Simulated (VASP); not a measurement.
# GaAs (Fm-3m) in VASP: a series of runs

GaAs is run at these levels: LDA; tasks: single point, relaxation of cell and atoms.

All numbers are computed with VASP 6.6.1; they aren't measurements. Logs are shortened: lines on timing, memory, paths and dates and some standing lists are left out, and cuts for length are marked.

### Step 1. The cell of the first run

It takes space group Fm-3m (No. 225, cubic). Conventional cell: a = 5.256 Å, b = 5.256 Å, c = 5.256 Å, α = 90.00°, β = 90.00°, γ = 90.00°. Ga (site symmetry m-3m) has 6 As at 2.63 Å within 3.5 Å. As (site symmetry m-3m) has 6 Ga at 2.63 Å within 3.5 Å.

### Step 2. Single point, LDA

Contents of INCAR:

```
ALGO = Normal
EDIFF = 1E-7
ENCUT = 520
GGA = CA
ISIF = 2
ISMEAR = 0
LASPH = T
LCHARG = F
LREAL = F
LWAVE = F
NBANDS = 16
NELM = 60
PREC = Accurate
SIGMA = 0.02
```

Contents of KPOINTS:

```
k-points
0
Gamma
  7 7 7
```

Contents of POSCAR:

```
GaAs
1.0
    0.0000000000      2.6279016420      2.6279016420
    2.6279016420      0.0000000000      2.6279016420
    2.6279016420      2.6279016420      0.0000000000
Ga As
1 1
Direct
    0.0000000000      0.0000000000      0.0000000000
    0.5000000000      0.5000000000      0.5000000000
```

Potentials or basis: VASP PAW LDA potentials, release 64 (Ga_d, As).

Command:

```console
> cat potpaw_LDA.64/Ga_d/POTCAR potpaw_LDA.64/As/POTCAR > POTCAR
> mpirun -np 1 vasp_std > vasp.out
```

OUTCAR:

```text
EDIFF = 1E-7
   ENCUT = 520
   GGA = CA
   ISIF = 2
   ISMEAR = 0
   LASPH = T
   LREAL = F
   NELM = 60
   PREC = Accurate

 ion  position               nearest neighbor table
   1  0.000  0.000  0.000-   2 2.63   2 2.63   2 2.63   2 2.63   2 2.63   2 2.63
   2  0.500  0.500  0.500-   1 2.63   1 2.63   1 2.63   1 2.63   1 2.63   1 2.63

  LATTYP: Found a face centered cubic cell.
 ALAT       =     5.2558032840

  Lattice vectors:

 A1 = (   0.0000000000,   2.6279016420,   2.6279016420)
 A2 = (   2.6279016420,   0.0000000000,   2.6279016420)
 A3 = (   2.6279016420,   2.6279016420,   0.0000000000)

Analysis of symmetry for initial positions (statically):
=====================================================================
 Subroutine PRICEL returns:
 Original cell was already a primitive cell.

 Routine SETGRP: Setting up the symmetry group for a
 face centered cubic supercell.

 Subroutine GETGRP returns: Found 48 space group operations
 (whereof 48 operations were pure point group operations)
 out of a pool of 48 trial point group operations.

The static configuration has the point symmetry O_h .

Analysis of symmetry for dynamics (positions and initial velocities):
=====================================================================
 Subroutine PRICEL returns:
 Original cell was already a primitive cell.

 Routine SETGRP: Setting up the symmetry group for a
 face centered cubic supercell.

 Subroutine GETGRP returns: Found 48 space group operations
 (whereof 48 operations were pure point group operations)
 out of a pool of 48 trial point group operations.

The dynamic configuration has the point symmetry O_h .

 Subroutine INISYM returns: Found 48 space group operations
 (whereof 48 operations are pure point group operations),
 and found     1 'primitive' translations

----------------------------------------------------------------------------------------

                                     Primitive cell

  volume of cell :      36.2959

  direct lattice vectors                    reciprocal lattice vectors
     0.000000000  2.627901642  2.627901642    -0.190265873  0.190265873  0.190265873
     2.627901642  0.000000000  2.627901642     0.190265873 -0.190265873  0.190265873
     2.627901642  2.627901642  0.000000000     0.190265873  0.190265873 -0.190265873

  length of vectors
     3.716414143  3.716414143  3.716414143     0.329550159  0.329550159  0.329550159

  position of ions in fractional coordinates (direct lattice)
     0.000000000  0.000000000  0.000000000
     0.500000000  0.500000000  0.500000000

  ion indices of the primitive-cell ions
   primitive index   ion index
                 1           1
                 2           2

----------------------------------------------------------------------------------------

 KPOINTS: k-points

Automatic generation of k-mesh.
 Grid dimensions read from file:
 generate k-points for:    7    7    7

 Generating k-lattice:

  Cartesian coordinates                     Fractional coordinates (reciprocal lattice)
    -0.027180839  0.027180839  0.027180839     0.142857143  0.000000000  0.000000000
     0.027180839 -0.027180839  0.027180839     0.000000000  0.142857143  0.000000000
     0.027180839  0.027180839 -0.027180839     0.000000000  0.000000000  0.142857143

  Length of vectors
     0.047078594  0.047078594  0.047078594

  Shift w.r.t. Gamma in fractional coordinates (k-lattice)
     0.000000000  0.000000000  0.000000000

 Subroutine IBZKPT returns following result:
 ===========================================

 Found     20 irreducible k-points:

 Following reciprocal coordinates:
            Coordinates               Weight
  0.000000  0.000000  0.000000      1.000000
  0.142857  0.000000  0.000000      8.000000
  0.285714  0.000000  0.000000      8.000000
  0.428571  0.000000  0.000000      8.000000
  0.142857  0.142857  0.000000      6.000000
  0.285714  0.142857  0.000000     24.000000
[... 12 lines left out ...]
 -0.428571  0.428571  0.142857     24.000000
 -0.285714  0.428571  0.142857     24.000000
   k-points           NKPTS =     20   k-points in BZ     NKDIM =     20   number of bands    NBANDS=     16
   number of dos      NEDOS =    301   number of ions     NIONS =      2
   total plane-waves  NPLWV =  21952
   dimension x,y,z NGX =    28 NGY =   28 NGZ =   28
   dimension x,y,z NGXF=    56 NGYF=   56 NGZF=   56
   ions per type =               1   1
   NGX,Y,Z   is equivalent  to a cutoff of  12.53, 12.53, 12.53 a.u.
   NGXF,Y,Z  is equivalent  to a cutoff of  25.05, 25.05, 25.05 a.u.
 SYSTEM =  unknown system
   PREC   = accura    normal or accurate (medium, high low for compatibility)
   ISTART =      0    job   : 0-new  1-cont  2-samecut
   ICHARG =      2    charge: 1-file 2-atom 10-const
   ISPIN  =      1    spin polarized calculation?
   LNONCOLLINEAR =      F non collinear calculations
   LSORBIT =      F    spin-orbit coupling
   LASPH  =      T    aspherical Exc in radial PAW
   ENCUT  =  520.0 eV  38.22 Ry    6.18 a.u.   6.91  6.91  6.91*2*pi/ulx,y,z
   NELM   =     60;   NELMIN=  2; NELMDL= -5     # of ELM steps
   EDIFF  = 0.1E-06   stopping-criterion for ELM
   LREAL  =      F    real-space projection
   EDIFFG = 0.1E-05   stopping-criterion for IOM
   NSW    =      0    number of steps for IOM
   IBRION =     -1    ionic relax: 0-MD 1-quasi-New 2-CG
   NFREE  =      0    steps in history (QN), initial steepest desc. (CG)
   ISIF   =      2    stress and relaxation
   ISYM   =      2    0-nonsym 1-usesym 2-fastsym
   POTIM  = 0.5000    time-step for ionic-motion
   TEBEG  =    0.0;   TEEND  =   0.0 temperature during run
   PSTRESS=    0.0 pullay stress
   NELECT =      18.0000    total number of electrons
   NUPDOWN=      -1.0000    fix difference up-down
   EMIN   =  10.00;   EMAX   =-10.00  energy-range for DOS
   EFERMI =   0.00;   METHOD = LEGACY
   ISMEAR =     0;   SIGMA  =   0.02  broadening in eV -4-tet -1-fermi 0-gaus
   EFERMI_NEDOS =   21; number of points for ismear=-14 and -15
   IALGO  =     38    algorithm
   IMIX   =      4    mixing-type and parameters
     AMIX     =   0.40;   BMIX     =  1.00
     AMIX_MAG =   1.60;   BMIX_MAG =  1.00
  volume/ion in A,a.u.               =      18.15       122.47
  Fermi-wavevector in a.u.,A,eV,Ry     =   1.295826  2.448755 22.846414  1.679164
  Thomas-Fermi vector in A             =   2.427321
   LORBIT       =      0    0 simple, 1 ext, 2 COOP (PROOUT), +10 PAW based schemes
   GGA     = CA    functional components
   LHFCALC =     F    Hartree Fock is set to
   AEXX    =    0.0000 exact exchange contribution
   IVDW    =     0    specifies the selected vdW correction
   LEPSILON=     F    determine dielectric tensor
   LRPA    =     F    only Hartree local field effects (RPA)
 non-spin polarized calculation
 Gauss-broadening in eV      SIGMA  =   0.02
  energy-cutoff  :      520.00
  volume of cell :       36.30
 maximum number of plane-waves:       990
   NGX = 13   NGY = 13   NGZ = 13

 number of electron      18.0000004 magnetization

 Free energy of the ion-electron system (eV)
  ---------------------------------------------------
  ext. energy  EPLUGINS =         0.00000000
  ---------------------------------------------------
  free energy    TOTEN  =        -9.12074432 eV

  energy without entropy =       -9.12030255  energy(sigma->0) =       -9.12052343

 E-fermi :   5.9295     XC(G=0): -11.2006

 val. band max:        5.9153449526   @ k =   0.1429   0.0000   0.0000
 cond. band min:       5.9303308435   @ k =   0.0000   0.0000   0.0000
 fundamental gap:      0.0149858909
 Fermi energy:         5.9295054568

 k-point     1 :       0.0000    0.0000    0.0000
  band No.  band energies     occupation
      1      -8.9847      2.00000
      2      -8.9847      2.00000
      3      -8.9603      2.00000
      4      -8.9603      2.00000
      5      -8.9603      2.00000
      6      -7.7992      2.00000
[... 8 lines left out ...]
     15      13.8243      0.00000
     16      13.8243      0.00000

 k-point     2 :       0.1429    0.0000    0.0000
  band No.  band energies     occupation
      1      -8.9912      2.00000
      2      -8.9912      2.00000
      3      -8.9617      2.00000
      4      -8.9541      2.00000
      5      -8.9541      2.00000
      6      -7.5070      2.00000
[... 8 lines left out ...]
     15      14.0608      0.00000
     16      14.0608      0.00000

 k-point     3 :       0.2857    0.0000    0.0000
  band No.  band energies     occupation
      1      -9.0083      2.00000
      2      -9.0083      2.00000
      3      -8.9668      2.00000
      4      -8.9378      2.00000
      5      -8.9378      2.00000
      6      -6.6656      2.00000
[... 8 lines left out ...]
     15      15.8477      0.00000
     16      15.8477      0.00000

 k-point     4 :       0.4286    0.0000    0.0000
  band No.  band energies     occupation
      1      -9.0226      2.00000
      2      -9.0226      2.00000
      3      -8.9719      2.00000
      4      -8.9240      2.00000
      5      -8.9240      2.00000
      6      -5.5411      2.00000
[... 8 lines left out ...]
     15      18.5235      0.00000
     16      18.5235      0.00000
[... 248 lines left out ...]
 k-point    18 :      -0.4286    0.2857    0.1429
  band No.  band energies     occupation
      1      -9.0983      2.00000
      2      -9.0034      2.00000
      3      -8.9588      2.00000
      4      -8.9390      2.00000
      5      -8.9166      2.00000
      6      -4.8567      2.00000
[... 8 lines left out ...]
     15      17.3044      0.00000
     16      19.6902      0.00000

 k-point    19 :      -0.4286    0.4286    0.1429
  band No.  band energies     occupation
      1      -9.1607      2.00000
      2      -8.9809      2.00000
      3      -8.9745      2.00000
      4      -8.9235      2.00000
      5      -8.9073      2.00000
      6      -4.4602      2.00000
[... 8 lines left out ...]
     15      18.8181      0.00000
     16      21.4876      0.00000

 k-point    20 :      -0.2857    0.4286    0.1429
  band No.  band energies     occupation
      1      -9.1397      2.00000
      2      -8.9950      2.00000
      3      -8.9580      2.00000
      4      -8.9408      2.00000
      5      -8.9074      2.00000
      6      -4.2068      2.00000
[... 8 lines left out ...]
     15      17.9610      0.00000
     16      21.1247      0.00000

------------------------ aborting loop because EDIFF is reached ----------------------------------------

  FORCE on cell =-STRESS in cart. coord.  units (eV):
  Direction    XX          YY          ZZ          XY          YZ          ZX
  --------------------------------------------------------------------------------------
  -------------------------------------------------------------------------------------
  Total        0.0756742      0.0756742      0.0756742     -0.0000000      0.0000000      0.0000000
  in kB        3.3404222      3.3404222      3.3404222     -0.0000000      0.0000000      0.0000000
  external PRESSURE =       3.3404222 kB  Pullay stress =       0.0000000 kB

 VOLUME and BASIS-vectors are now :
 -----------------------------------------------------------------------------
  energy-cutoff  :      520.00
  volume of cell :       36.30
      direct lattice vectors                 reciprocal lattice vectors
     0.000000000  2.627901642  2.627901642    -0.190265873  0.190265873  0.190265873
     2.627901642  0.000000000  2.627901642     0.190265873 -0.190265873  0.190265873
     2.627901642  2.627901642  0.000000000     0.190265873  0.190265873 -0.190265873

 POSITION                                       TOTAL-FORCE (eV/Angst)
 -----------------------------------------------------------------------------------
      0.00000      0.00000      0.00000         0.000000      0.000000      0.000000
      2.62790      2.62790      2.62790        -0.000000      0.000000     -0.000000
 -----------------------------------------------------------------------------------
    total drift:                               -0.000000      0.000000      0.000000

  FREE ENERGIE OF THE ION-ELECTRON SYSTEM (eV)
  ---------------------------------------------------
  free  energy   TOTEN  =        -9.1207443177 eV

  energy  without entropy=       -9.1203025492  energy(sigma->0) =       -9.12052343
```

Run time: 7.8 s. Hardware: 1 thread of Intel Xeon Platinum 8124M at 3.00GHz (Skylake/Cascade Lake), shared host; peak memory 0.14 GiB.

What came out:

```
Free energy            : -9.1207 eV
Pressure               : 0.3 GPa
Band gap on the k mesh : zero (band 9 reaches 6.52 eV, above the bottom of band 10 at 3.24 eV)
```

### Step 3. Relaxation of cell and atoms, LDA

Contents of INCAR:

```
PREC = Accurate
ENCUT = 600
EDIFF = 1E-6
ISMEAR = 0
SIGMA = 0.02
LREAL = False
LASPH = True
NELM = 100
ALGO = Normal
ISIF = 3
LWAVE = False
LCHARG = False
IBRION = 2
NSW = 60
EDIFFG = -0.03
```

Contents of KPOINTS:

```
regular mesh
0
Gamma
  7 7 7
```

POSCAR is that of step 2.

Potentials or basis: VASP PAW LDA potentials, release 64 (Ga_d, As).

Command:

```console
> cat potpaw_LDA.64/Ga_d/POTCAR potpaw_LDA.64/As/POTCAR > POTCAR
> mpirun -np 1 vasp_std > vasp.out
```

Run time: 17 s. Hardware: 1 thread of Intel Xeon Platinum 8124M at 3.00GHz (Skylake/Cascade Lake), shared host; peak memory 0.16 GiB.

The run converged. Its results:

```
Free energy                            : -9.1208 eV
Relaxed volume                         : 18.21 Å³/atom
Relaxed cell                           : a = 3.720 Å, b = 3.720 Å, c = 3.720 Å, α = 60.00°, β = 60.00°, γ = 60.00°
Space group after relaxing (to 0.05 Å) : Fm-3m (No. 225)
Energy gained by relaxing              : 0.1 meV/atom
Ionic steps                            : 3
Pressure after relaxing                : 0.0 GPa
Band gap on the k mesh                 : zero (band 9 reaches 6.48 eV, above the bottom of band 10 at 3.21 eV)
```

The path:
```
step  energy change (eV)  largest force (eV/Å)  pressure (GPa)  volume (Å³)
   1              0.0000                0.0000            0.53        36.30
   2              0.0001                0.0000           -0.43        36.61
   3             -0.0001                0.0000            0.01        36.41
```

Final structure:
```
CELL_PARAMETERS angstrom
0.00000 2.63076 2.63076
2.63076 0.00000 2.63076
2.63076 2.63076 0.00000
ATOMIC_POSITIONS crystal
Ga 0.00000 0.00000 0.00000
As 0.50000 0.50000 0.50000
```

Levels at points of the mesh, in eV from the Fermi level:
| k point | band 5 | band 6 | band 7 | band 8 | band 9 | band 10 | band 11 | band 12 | band 13 |
| --- | --- | --- | --- | --- | --- | --- | --- | --- | --- |
| (0.00, 0.00, 0.00) | -14.89 | -13.70 | 0.00 | 0.00 | 0.00 | 0.36 | 7.40 | 7.40 | 7.40 |
